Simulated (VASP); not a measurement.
O:

```xyz
1
Lattice="0.0000 1.7652 1.7652 1.7652 0.0000 1.7652 1.7652 1.7652 0.0000" Properties=species:S:1:pos:R:3 pbc="T T T"
O     0.0000    0.0000    0.0000
```

```yaml
Program: VASP 6.6.1
Task: relaxation of cell and atoms
Functional: PBE
Potentials_or_basis: VASP PAW PBE potentials, release 64 (O)
Cutoff: 600 eV
k_mesh: 19 × 19 × 19
Occupations: fermi-dirac, width 0.05 eV
Spin: no spin polarisation
```

At the start: pressure -20.8 GPa; volume 11.00 Å³/atom.

**Question.** Where does the relaxation end?

**Answer.** Over 16 steps the energy falls by 273.5 meV/atom and the volume is 7.98 Å³/atom (-27.5 %); space group Fm-3m (No. 225, to 0.1 Å) before and after.

The path:
```csv
step,energy change (eV),largest force (eV/Å),pressure (GPa),volume (Å³)
1,0.0000,0.0000,-20.81,11.00
2,-0.2359,0.0000,-11.98,8.88
3,-0.2729,0.0000,-1.73,8.07
4,-0.2735,0.0000,0.33,7.96
5,-0.2734,0.0000,-0.65,8.01
6,-0.2734,0.0000,-0.69,8.01
7,-0.2734,0.0000,-0.58,8.01
8,-0.2734,0.0000,-0.58,8.01
9,-0.2734,0.0000,-0.59,8.01
10,-0.2734,0.0000,-0.59,8.01
11,-0.2734,0.0000,-0.60,8.01
12,-0.2734,0.0000,-0.61,8.01
13,-0.2734,0.0000,-0.52,8.00
14,-0.2734,0.0000,-0.45,8.00
15,-0.2735,0.0000,-0.33,7.99
16,-0.2735,0.0000,-0.07,7.98
```

Final structure:
```
O
1.0
     0.00000    1.58597    1.58597
     1.58597    0.00000    1.58597
     1.58597    1.58597    0.00000
O
1
Direct
  0.00000 0.00000 0.00000
```

Caveat: the volume moved by over 15 % at a fixed basis, so the end points are rough.
